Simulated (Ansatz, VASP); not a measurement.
One calculation of CuAs, two programs

```
Cu As
1.0
     3.77968    0.00000    0.00000
    -1.88984    3.27330    0.00000
     0.00000    0.00000    4.98760
Cu As
2 2
Direct
  0.00000 0.00000 0.50000
  0.00000 0.00000 0.00000
  0.66667 0.33333 0.75000
  0.33333 0.66667 0.25000
```

Alike in both runs: task single point; functional LDA; k mesh 12 × 12 × 8; occupations gaussian, width 0.15 eV; no spin polarisation.

|  | VASP | Ansatz |
| --- | --- | --- |
| version | VASP 6.6.1 | Ansatz 0.2.0 |
| potentials or method | VASP PAW LDA potentials, release 64 (Cu, As), cutoff 520 eV | scalar-relativistic, plane waves, PAW |
| valence electrons in the cell | 32 | 68 |

|  | VASP | Ansatz | Ansatz less VASP |
| --- | --- | --- | --- |
| gap on the k mesh at the Fermi level (eV) | none | none | - |
| pressure (GPa) | -2.7 | -3.2 | -0.44 |
| traceless stress, the component that is largest in VASP (GPa) | -1.91 | -1.96 | -0.048 |

LDA's correlation is that of Perdew and Zunger in VASP and of Perdew and Wang (1992) in Ansatz. A gap of «none» marks a metal or a gap that the smearing closes. VASP's potentials hold 32 valence electrons a cell and Ansatz's 68, so a difference there can come from the potentials and not from the codes.
